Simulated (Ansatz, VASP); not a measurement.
## Ca6F: VASP beside Ansatz

```xyz
7
Lattice="0.0000 5.2728 5.2728 5.2728 0.0000 5.2728 5.2728 5.2728 0.0000" Properties=species:S:1:pos:R:3 pbc="T T T"
Ca    7.9409    5.2728    5.2728
Ca    2.6047    5.2728    5.2728
Ca    5.2728    7.9409    5.2728
Ca    5.2728    2.6047    5.2728
Ca    5.2728    5.2728    7.9409
Ca    5.2728    5.2728    2.6047
F     5.2728    5.2728    5.2728
```

Alike in both runs: functional PBE; k mesh 6 × 6 × 6; occupations gaussian, width 0.1 eV; no spin polarisation.

Ansatz relaxed the structure, and its values are those at the end. VASP's run is a single point on that final structure, the one shown.

```csv
,VASP,Ansatz
version,VASP 6.6.1,Ansatz 0.2.0
potentials or method,"VASP PAW PBE potentials, release 64 (Ca_sv, F), cutoff 520 eV","scalar-relativistic, plane waves, PAW"
valence electrons in the cell,67,67
```

```csv
,VASP,Ansatz,Ansatz less VASP
gap on the k mesh at the Fermi level (eV),none,none,-
pressure (GPa),0.0,0.0,0.00
```

A gap of «none» marks a metal or a gap that the smearing closes.
